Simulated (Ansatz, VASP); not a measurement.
# Al in VASP and in Ansatz

```
Al
1.0
     2.87512    0.00496    0.00334
    -1.43319    2.47533   -0.00823
     0.02444   -0.05133   18.59355
Al
8
Direct
  0.99972 0.99962 0.25000
  0.00016 0.00025 0.75000
  0.66597 0.33202 0.37500
  0.66632 0.33380 0.87500
  0.00016 0.00130 0.00000
  0.99996 0.99876 0.50000
  0.33383 0.66767 0.12500
  0.33389 0.66660 0.62500
```

Change from the starting cell: cell x2, atoms moved at random (sigma 0.05 Å) and cell strained at random (1.5 %), then relaxed without symmetry.

Alike in both runs: functional PBE; k mesh 12 × 12 × 2; occupations gaussian, width 0.2 eV; no spin polarisation.

Ansatz relaxed the structure, and its values are those at the end. VASP's run is a single point on that final structure, the one shown.

|  | VASP | Ansatz |
| --- | --- | --- |
| version | VASP 6.6.1 | Ansatz 0.2.0 |
| potentials or method | VASP PAW PBE potentials, release 64 (Al), cutoff 520 eV | scalar-relativistic, plane waves, PAW |
| valence electrons in the cell | 24 | 24 |

|  | VASP | Ansatz | Ansatz less VASP |
| --- | --- | --- | --- |
| gap on the k mesh at the Fermi level (eV) | none | none | - |
| pressure (GPa) | 0.0 | 0.0 | +0.04 |

A gap of «none» marks a metal or a gap that the smearing closes. The functional is the same, so the differences come from potentials, cutoffs and numerics.
